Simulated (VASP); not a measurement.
# Sb (Im-3m) in VASP: settings compared

Aim: see how the results for Sb move with the level of theory and the settings. Levels: LDA, PBE, RPBE. Tasks: single point.

All numbers are computed with VASP 6.6.1; they aren't measurements. Logs are shortened: lines on timing, memory, paths and dates and some standing lists are left out, and cuts for length are marked.

### Step 1. The cell of the first run

It takes space group Im-3m (No. 229, cubic). Conventional cell: a = 3.720 Å, b = 3.720 Å, c = 3.720 Å, α = 90.00°, β = 90.00°, γ = 90.00°. Sb (site symmetry m-3m) has 14 Sb at 3.22 to 3.72 Å within 4.2 Å.

### Step 2. Single point, LDA

Contents of INCAR:

```
  ALGO = Normal
  EDIFF = 1E-6
  ENCUT = 520
  GGA = CA
  ISIF = 2
  ISMEAR = -1
  LASPH = T
  LCHARG = F
  LREAL = F
  LWAVE = F
  NBANDS = 8
  NELM = 60
  PREC = Accurate
  SIGMA = 0.05
```

Contents of KPOINTS:

```
k-points
0
Gamma
  10 10 10
```

Contents of POSCAR:

```
Sb
1.0
   -1.8600849259      1.8600849259      1.8600849259
    1.8600849259     -1.8600849259      1.8600849259
    1.8600849259      1.8600849259     -1.8600849259
Sb
1
Direct
    0.0000000000      0.0000000000      0.0000000000
```

Potentials or basis: VASP PAW LDA potentials, release 64 (Sb).

Run with:

```sh
$ cat potpaw_LDA.64/Sb/POTCAR > POTCAR
$ mpirun -np 1 vasp_std > vasp.out
```

OUTCAR:

```text
EDIFF = 1E-6
   ENCUT = 520
   GGA = CA
   ISIF = 2
   ISMEAR = -1
   LASPH = T
   LREAL = F
   NELM = 60
   PREC = Accurate

 ion  position               nearest neighbor table
   1  0.000  0.000  0.000-

  LATTYP: Found a body centered cubic cell.
 ALAT       =     3.7201698518

  Lattice vectors:

 A1 = (  -1.8600849259,   1.8600849259,   1.8600849259)
 A2 = (   1.8600849259,  -1.8600849259,   1.8600849259)
 A3 = (   1.8600849259,   1.8600849259,  -1.8600849259)

Analysis of symmetry for initial positions (statically):
=====================================================================
 Subroutine PRICEL returns:
 Original cell was already a primitive cell.

 Routine SETGRP: Setting up the symmetry group for a
 body centered cubic supercell.

 Subroutine GETGRP returns: Found 48 space group operations
 (whereof 48 operations were pure point group operations)
 out of a pool of 48 trial point group operations.

The static configuration has the point symmetry O_h .

Analysis of symmetry for dynamics (positions and initial velocities):
=====================================================================
 Subroutine PRICEL returns:
 Original cell was already a primitive cell.

 Routine SETGRP: Setting up the symmetry group for a
 body centered cubic supercell.

 Subroutine GETGRP returns: Found 48 space group operations
 (whereof 48 operations were pure point group operations)
 out of a pool of 48 trial point group operations.

The dynamic configuration has the point symmetry O_h .

 Subroutine INISYM returns: Found 48 space group operations
 (whereof 48 operations are pure point group operations),
 and found     1 'primitive' translations

----------------------------------------------------------------------------------------

                                     Primitive cell

  volume of cell :      25.7429

  direct lattice vectors                    reciprocal lattice vectors
    -1.860084926  1.860084926  1.860084926     0.000000000  0.268804931  0.268804931
     1.860084926 -1.860084926  1.860084926     0.268804931  0.000000000  0.268804931
     1.860084926  1.860084926 -1.860084926     0.268804931  0.268804931  0.000000000

  length of vectors
     3.221761598  3.221761598  3.221761598     0.380147579  0.380147579  0.380147579

  position of ions in fractional coordinates (direct lattice)
     0.000000000  0.000000000  0.000000000

  ion indices of the primitive-cell ions
   primitive index   ion index
                 1           1

----------------------------------------------------------------------------------------

 KPOINTS: k-points

Automatic generation of k-mesh.
 Grid dimensions read from file:
 generate k-points for:   10   10   10

 Generating k-lattice:

  Cartesian coordinates                     Fractional coordinates (reciprocal lattice)
     0.000000000  0.026880493  0.026880493     0.100000000  0.000000000  0.000000000
     0.026880493  0.000000000  0.026880493     0.000000000  0.100000000  0.000000000
     0.026880493  0.026880493  0.000000000     0.000000000  0.000000000  0.100000000

  Length of vectors
     0.038014758  0.038014758  0.038014758

  Shift w.r.t. Gamma in fractional coordinates (k-lattice)
     0.000000000  0.000000000  0.000000000

 Subroutine IBZKPT returns following result:
 ===========================================

 Found     47 irreducible k-points:

 Following reciprocal coordinates:
            Coordinates               Weight
  0.000000  0.000000  0.000000      1.000000
  0.100000  0.000000  0.000000     12.000000
  0.200000  0.000000  0.000000     12.000000
  0.300000  0.000000  0.000000     12.000000
  0.400000  0.000000  0.000000     12.000000
  0.500000  0.000000  0.000000      6.000000
[... 16 lines left out ...]
  0.300000  0.300000  0.100000      8.000000
 -0.300000  0.300000  0.100000     24.000000
 [... further k-points ...]
   k-points           NKPTS =     47   k-points in BZ     NKDIM =     47   number of bands    NBANDS=      8
   number of dos      NEDOS =    301   number of ions     NIONS =      1
   total plane-waves  NPLWV =  13824
   dimension x,y,z NGX =    24 NGY =   24 NGZ =   24
   dimension x,y,z NGXF=    48 NGYF=   48 NGZF=   48
   ions per type =               1
   NGX,Y,Z   is equivalent  to a cutoff of  12.38, 12.38, 12.38 a.u.
   NGXF,Y,Z  is equivalent  to a cutoff of  24.77, 24.77, 24.77 a.u.
 SYSTEM =  unknown system
   PREC   = accura    normal or accurate (medium, high low for compatibility)
   ISTART =      0    job   : 0-new  1-cont  2-samecut
   ICHARG =      2    charge: 1-file 2-atom 10-const
   ISPIN  =      1    spin polarized calculation?
   LNONCOLLINEAR =      F non collinear calculations
   LSORBIT =      F    spin-orbit coupling
   LASPH  =      T    aspherical Exc in radial PAW
   ENCUT  =  520.0 eV  38.22 Ry    6.18 a.u.   5.99  5.99  5.99*2*pi/ulx,y,z
   NELM   =     60;   NELMIN=  2; NELMDL= -5     # of ELM steps
   EDIFF  = 0.1E-05   stopping-criterion for ELM
   LREAL  =      F    real-space projection
   EDIFFG = 0.1E-04   stopping-criterion for IOM
   NSW    =      0    number of steps for IOM
   IBRION =     -1    ionic relax: 0-MD 1-quasi-New 2-CG
   NFREE  =      0    steps in history (QN), initial steepest desc. (CG)
   ISIF   =      2    stress and relaxation
   ISYM   =      2    0-nonsym 1-usesym 2-fastsym
   POTIM  = 0.5000    time-step for ionic-motion
   TEBEG  =    0.0;   TEEND  =   0.0 temperature during run
   PSTRESS=    0.0 pullay stress
   NELECT =       5.0000    total number of electrons
   NUPDOWN=      -1.0000    fix difference up-down
   EMIN   =  10.00;   EMAX   =-10.00  energy-range for DOS
   EFERMI =   0.00;   METHOD = LEGACY
   ISMEAR =    -1;   SIGMA  =   0.05  broadening in eV -4-tet -1-fermi 0-gaus
   EFERMI_NEDOS =   21; number of points for ismear=-14 and -15
   IALGO  =     38    algorithm
   IMIX   =      4    mixing-type and parameters
     AMIX     =   0.40;   BMIX     =  1.00
     AMIX_MAG =   1.60;   BMIX_MAG =  1.00
  volume/ion in A,a.u.               =      25.74       173.72
  Fermi-wavevector in a.u.,A,eV,Ry     =   0.948081  1.791613 12.229697  0.898857
  Thomas-Fermi vector in A             =   2.076235
   LORBIT       =      0    0 simple, 1 ext, 2 COOP (PROOUT), +10 PAW based schemes
   GGA     = CA    functional components
   LHFCALC =     F    Hartree Fock is set to
   AEXX    =    0.0000 exact exchange contribution
   IVDW    =     0    specifies the selected vdW correction
   LEPSILON=     F    determine dielectric tensor
   LRPA    =     F    only Hartree local field effects (RPA)
 non-spin polarized calculation
  energy-cutoff  :      520.00
  volume of cell :       25.74
 maximum number of plane-waves:       706
   NGX = 11   NGY = 11   NGZ = 11

 number of electron       4.9999999 magnetization

 Free energy of the ion-electron system (eV)
  ---------------------------------------------------
  ext. energy  EPLUGINS =         0.00000000
  ---------------------------------------------------
  free energy    TOTEN  =        -4.61409682 eV

  energy without entropy =       -4.60511868  energy(sigma->0) =       -4.60960775

 E-fermi :   8.9220     XC(G=0): -10.5624

 val. band max:        8.9213070796   @ k =   0.3000   0.1000   0.1000
 cond. band min:       8.9666886102   @ k =   0.5000   0.5000   0.3000
 fundamental gap:      0.0453815306
 Fermi energy:         8.9219828946

 k-point     1 :       0.0000    0.0000    0.0000
  band No.  band energies     occupation
      1      -4.2759      2.00000
      2      14.6880      0.00000
      3      14.6880      0.00000
      4      14.6880      0.00000
      5      19.4031      0.00000
      6      19.4031      0.00000
      7      19.4031      0.00000
      8      20.8436      0.00000

 k-point     2 :       0.1000    0.0000    0.0000
  band No.  band energies     occupation
      1      -4.0580      2.00000
      2      13.1158      0.00000
      3      14.0039      0.00000
      4      14.4935      0.00000
      5      18.4323      0.00000
      6      18.4520      0.00000
      7      20.1206      0.00000
      8      20.2721      0.00000

 k-point     3 :       0.2000    0.0000    0.0000
  band No.  band energies     occupation
      1      -3.4082      2.00000
      2      10.1399      0.00000
      3      12.7573      0.00000
      4      13.9814      0.00000
      5      17.1204      0.00000
      6      17.3467      0.00000
      7      20.0573      0.00000
      8      20.8735      0.00000

 k-point     4 :       0.3000    0.0000    0.0000
  band No.  band energies     occupation
      1      -2.3470      2.00000
      2       7.1153      2.00000
      3      11.6556      0.00000
      4      13.3841      0.00000
      5      16.2066      0.00000
      6      16.5373      0.00000
      7      20.7144      0.00000
      8      21.6285      0.00000

 k-point     5 :       0.4000    0.0000    0.0000
  band No.  band energies     occupation
      1      -0.9722      2.00000
      2       4.4916      2.00000
      3      10.9350      0.00000
      4      12.9408      0.00000
      5      15.6747      0.00000
      6      16.0506      0.00000
      7      21.8558      0.00000
      8      22.6561      0.00000
[... 177 lines left out ...]
 k-point    22 :      -0.2000    0.2000    0.1000
  band No.  band energies     occupation
      1      -3.1920      2.00000
      2      10.2249      0.00000
      3      12.0596      0.00000
      4      12.8477      0.00000
      5      16.8073      0.00000
      6      18.3089      0.00000
      7      18.9699      0.00000
      8      21.3735      0.00000

 k-point    23 :       0.3000    0.3000    0.1000
  band No.  band energies     occupation
      1       0.9000      2.00000
      2       5.2059      2.00000
      3       5.2059      2.00000
      4       9.0581      0.12344
      5      20.4670      0.00000
      6      22.1748      0.00000
      7      22.1748      0.00000
      8      24.3626      0.00000

 k-point    24 :      -0.3000    0.3000    0.1000
  band No.  band energies     occupation
      1      -2.1340      2.00000
      2       7.2820      2.00000
      3      10.9753      0.00000
      4      12.3735      0.00000
      5      16.6431      0.00000
      6      17.4996      0.00000
      7      18.7487      0.00000
      8      23.5391      0.00000

 [... further k-points ...]
[... 5 lines left out ...]
  --------------------------------------------------------------------------------------
  -------------------------------------------------------------------------------------
  Total        0.0179137      0.0179137      0.0179137     -0.0000000      0.0000000      0.0000000
  in kB        1.1149051      1.1149051      1.1149051     -0.0000000      0.0000000      0.0000000
  external PRESSURE =       1.1149051 kB  Pullay stress =       0.0000000 kB

 VOLUME and BASIS-vectors are now :
 -----------------------------------------------------------------------------
  energy-cutoff  :      520.00
  volume of cell :       25.74
      direct lattice vectors                 reciprocal lattice vectors
    -1.860084926  1.860084926  1.860084926     0.000000000  0.268804931  0.268804931
     1.860084926 -1.860084926  1.860084926     0.268804931  0.000000000  0.268804931
     1.860084926  1.860084926 -1.860084926     0.268804931  0.268804931  0.000000000

 POSITION                                       TOTAL-FORCE (eV/Angst)
 -----------------------------------------------------------------------------------
      0.00000      0.00000      0.00000         0.000000     -0.000000      0.000000
 -----------------------------------------------------------------------------------
    total drift:                                0.000000     -0.000000     -0.000000

  FREE ENERGIE OF THE ION-ELECTRON SYSTEM (eV)
  ---------------------------------------------------
  free  energy   TOTEN  =        -4.6140968155 eV

  energy  without entropy=       -4.6051186828  energy(sigma->0) =       -4.60960775
```

Run time: 2.9 s. Hardware: 1 thread of AMD EPYC 9R45 (Zen 5), shared host; peak memory 0.1 GiB.

Results:

```
Free energy : -4.6141 eV
Pressure    : 0.1 GPa
```

Caveat: spin-orbit coupling is left out, which moves the levels of the heavy elements.

### Step 3. Single point, PBE

This run uses another cell than the first one, of 27.50 Å³/atom, 1.068 times its volume.

Contents of INCAR:

```
  ALGO = Normal
  EDIFF = 1E-6
  ENCUT = 520
  GGA = PE
  ISIF = 2
  ISMEAR = -1
  LASPH = T
  LCHARG = T
  LELF = T
  LREAL = F
  LVHAR = T
  LWAVE = F
  NBANDS = 8
  NELM = 100
  PREC = Accurate
  SIGMA = 0.05
```

KPOINTS is that of step 2.

Contents of POSCAR:

```
Sb
1.0
   -1.9015809544      1.9015809544      1.9015809544
    1.9015809544     -1.9015809544      1.9015809544
    1.9015809544      1.9015809544     -1.9015809544
Sb
1
Direct
    0.0000000000      0.0000000000      0.0000000000
```

Potentials or basis: VASP PAW PBE potentials, release 64 (Sb).

Run with:

```sh
$ cat potpaw_PBE.64/Sb/POTCAR > POTCAR
$ mpirun -np 1 vasp_std > vasp.out
```

Wall time 3.5 s (1 thread of AMD EPYC 9R45 (Zen 5), shared host); peak memory 0.11 GiB.

Results (log left out):

| Item | Value |
| --- | --- |
| Free energy | -3.9017 eV |
| Pressure | -0.1 GPa |

Levels at points of the mesh, in eV from the Fermi level:
| k point | band 1 | band 2 | band 3 | band 4 | band 5 | band 6 | band 7 |
| --- | --- | --- | --- | --- | --- | --- | --- |
| (0.00, 0.00, 0.00) | -12.67 | 5.34 | 5.34 | 5.34 | 10.48 | 10.48 | 10.48 |
| (0.50, 0.00, 0.00) | -8.76 | -5.44 | 1.65 | 3.68 | 6.36 | 6.91 | 13.62 |
| (0.50, 0.50, 0.50) | -5.68 | -1.94 | -1.94 | -1.94 | 3.03 | 3.03 | 17.42 |

Caveat: spin-orbit coupling is left out, which moves the levels of the heavy elements.

### Step 4. Single point, RPBE

This run uses another cell than the first one, of 28.13 Å³/atom, 1.093 times its volume.

Contents of INCAR:

```
ALGO = Normal ; EDIFF = 1E-7
ENCUT = 520 ; GGA = RP
ISIF = 2 ; ISMEAR = -1
LASPH = T ; LCHARG = F
LREAL = F ; LWAVE = F
NBANDS = 8 ; NELM = 80
PREC = Accurate ; SIGMA = 0.05
```

KPOINTS is that of step 3.

Contents of POSCAR:

```
Sb
1.0
   -1.9158542294      1.9158542294      1.9158542294
    1.9158542294     -1.9158542294      1.9158542294
    1.9158542294      1.9158542294     -1.9158542294
Sb
1
Direct
    0.0000000000      0.0000000000      0.0000000000
```

Run with:

```sh
$ cat potpaw_PBE.64/Sb/POTCAR > POTCAR
$ mpirun -np 1 vasp_std > vasp.out
```

It took 6.1 s on 1 thread of AMD EPYC 9R45 (Zen 5), shared host; peak memory 0.12 GiB.

The run converged. Its results:

```
Free energy : -3.5181 eV
Pressure    : -0.2 GPa
```

Levels at points of the mesh, in eV from the Fermi level:
```
           k point  band 1  band 2  band 3  band 4  band 5  band 6
(0.00, 0.00, 0.00)  -12.49    5.19    5.19    5.19   10.35   10.35
(0.50, 0.00, 0.00)   -8.70   -5.32    1.61    3.62    6.26    6.84
(0.50, 0.50, 0.50)   -5.73   -1.89   -1.89   -1.89    3.04    3.04
```

Caveat: the PAW data sets were made with another functional, which shifts forces and pressure a little; spin-orbit coupling is left out, which moves the levels of the heavy elements.

### Step 5. The runs side by side

| level | potentials or basis | cell | gap on the mesh (eV) | pressure (GPa) |
| --- | --- | --- | --- | --- |
| LDA | VASP PAW LDA potentials, release 64 (Sb) | a = 3.222 Å, angles 109.5°, 1 atom | none | 0.1 |
| PBE | VASP PAW PBE potentials, release 64 (Sb) | a = 3.294 Å, angles 109.5°, 1 atom | none | -0.1 |
| RPBE | VASP PAW PBE potentials, release 64 (Sb) | a = 3.318 Å, angles 109.5°, 1 atom | none | -0.2 |

Alike in all rows: task single point; no spin polarisation; k mesh 10 × 10 × 10; cutoff (eV) 520; smearing fermi-dirac 0.05 eV.

Caveats: spin-orbit coupling is left out, which moves the levels of the heavy elements; the PAW data sets were made with another functional, which shifts forces and pressure a little (some runs).

Total energies depend on the potentials used, so only differences within one code and one set of settings carry meaning.
